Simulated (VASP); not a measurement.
Wanted: the native input for a VASP 6.6.1 run.

```yaml
Task: single point
Functional: PBE
Potentials_or_basis: VASP PAW PBE potentials, release 64 (C, O)
Cutoff: 520 eV
k_mesh: 2 × 2 × 1
Occupations: gaussian, width 0.05 eV
Spin: no spin polarisation
Dipole_correction: no
Further_INCAR_settings: LREAL = Auto; ALGO = Normal; EDIFF = 1e-06; NBANDS = 57
```

The structure of C19O lies in POSCAR:

```
C19O
1.0
    7.3980000000      0.0000000000      0.0000000000
   -3.6990000000      6.4068560000      0.0000000000
    0.0000000000      0.0000000000     13.0000000000
C O
19 1
Direct
   -0.0003111478     -0.0024403545      0.0611880769
    0.2224868854      0.1089437627      0.0611511538
   -0.0010504459      0.3324457425      0.0612043846
    0.2231948315      0.4445678192      0.0612069231
    0.0012506017      0.6665085028      0.0612068462
    0.2209143954      0.7763648816      0.0612105385
    0.3323134600     -0.0008515877      0.0611454615
    0.5565153270      0.1112439549      0.0611609231
    0.3345854807      0.3331652842      0.0611891538
    0.5542277032      0.4429912269      0.0611748462
    0.3330207716      0.6642267284      0.0612173846
    0.5558128326      0.7756286391      0.0612185385
    0.6679178482     -0.0001367285      0.0611993846
    0.8875567284      0.1096625240      0.0611820769
    0.6663309387      0.3308657164      0.0611764615
    0.8891166396      0.4422624763      0.0612035385
    0.6656191833      0.6657906780      0.0612016154
    0.8898523299      0.7779082283      0.0612030000
    0.3031418875      0.8364640941      0.3535318462
    0.2024507578      0.6859804559      0.3973360000
```

One way to write it, as run:

INCAR

```
SYSTEM = C19O
ALGO = Normal ; EDIFF = 1E-6
ENCUT = 520 ; GGA = PE
ISIF = 2 ; ISMEAR = 0
LASPH = .TRUE. ; LCHARG = .TRUE.
LELF = .TRUE. ; LREAL = Auto
LVHAR = .TRUE. ; LWAVE = .FALSE.
NBANDS = 57 ; NELM = 100
PREC = Accurate ; SIGMA = 0.05
```

KPOINTS

```
k-points
0
G
  2 2 1
  0 0 0
```

Potentials or basis: VASP PAW PBE potentials, release 64 (C, O).

Run with:

```sh
$ cat potpaw_PBE.64/C/POTCAR potpaw_PBE.64/O/POTCAR > POTCAR
$ mpirun -np 1 vasp_std > vasp.out
```

It gave:

```
Largest force          : 0.923 eV/Å
Band gap on the k mesh : 0.22 eV
```

Caveat: the k points lie up to 0.49 Å⁻¹ apart.

Run time: 3.3 min on 1 thread of AMD EPYC 9R45 96-Core Processor (Zen 5), on a shared host, peak memory 0.59 GiB.
